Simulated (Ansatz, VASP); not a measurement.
# Sb in VASP and in Ansatz

INCAR

```
SYSTEM = Sb
  PREC = Accurate
  ENCUT = 600
  EDIFF = 1E-6
  ISMEAR = -1
  SIGMA = 0.05
  LREAL = .FALSE.
  LASPH = .TRUE.
  NELM = 60
  ALGO = Normal
  ISIF = 3
  LWAVE = .FALSE.
  LCHARG = .FALSE.
  GGA = CA
  IBRION = 2
  NSW = 60
  EDIFFG = -0.01
```

KPOINTS

```
Automatic mesh
0
G
  10 10 10
  0 0 0
```

The input POSCAR:

```
Sb
1.0
   -1.8713408863      1.8713408863      1.8713408863
    1.8713408863     -1.8713408863      1.8713408863
    1.8713408863      1.8713408863     -1.8713408863
Sb
1
Direct
    0.0000000000      0.0000000000      0.0000000000
```

Contents of input.yaml:

```yaml
crystal:
  lattice:
    - [-1.8713408863, 1.8713408863, 1.8713408863]
    - [1.8713408863, -1.8713408863, 1.8713408863]
    - [1.8713408863, 1.8713408863, -1.8713408863]
  atoms:
    - { symbol: Sb, position: [0.0, 0.0, 0.0] }
hamiltonian:
  xc: lda
  pseudopotentials: { kind: paw }
kpoints:
  mp_grid: { grid: [10, 10, 10] }
scf:
  occupations: { method: fermi_dirac, width: 0.05 }
output:
  forces: true
  stress: true
  eigenvalues: true
relax:
  f_tol: 0.01
  max_steps: 40
  cell: { stress_tol: 0.05 }
```

Alike in both runs: task relaxation of cell and atoms; functional LDA; k mesh 10 × 10 × 10; occupations fermi-dirac, width 0.05 eV; no spin polarisation.

```csv
,VASP,Ansatz
version,VASP 6.6.1,Ansatz 0.2.0
potentials or method,"VASP PAW LDA potentials, release 64 (Sb)",Ansatz PAW
plane-wave cutoff (eV),600,420
valence electrons in the cell,5,15
```

VASP gave:

```
gap on the k mesh at the Fermi level, each at its own relaxed structure (eV) : none
relaxed volume (Å³/atom)                                                     : 25.79
relaxed cell length with the largest relative difference (Å)                 : 3.224
```

What did Ansatz give for the same quantities?

gap on the k mesh at the Fermi level, each at its own relaxed structure (eV): none; relaxed volume (Å³/atom): 25.74; relaxed cell length with the largest relative difference (Å): 3.222.

LDA's correlation is that of Perdew and Zunger in VASP and of Perdew and Wang (1992) in Ansatz. A gap of «none» marks a metal or a gap that the smearing closes. VASP's potentials hold 5 valence electrons a cell and Ansatz's 15, so a difference there can come from the potentials and not from the codes.

Spin-orbit coupling is off throughout. Noted on Ansatz's run: the plane-wave basis is chosen anew once the cell has moved, so the energies of steps on either side of that aren't comparable.
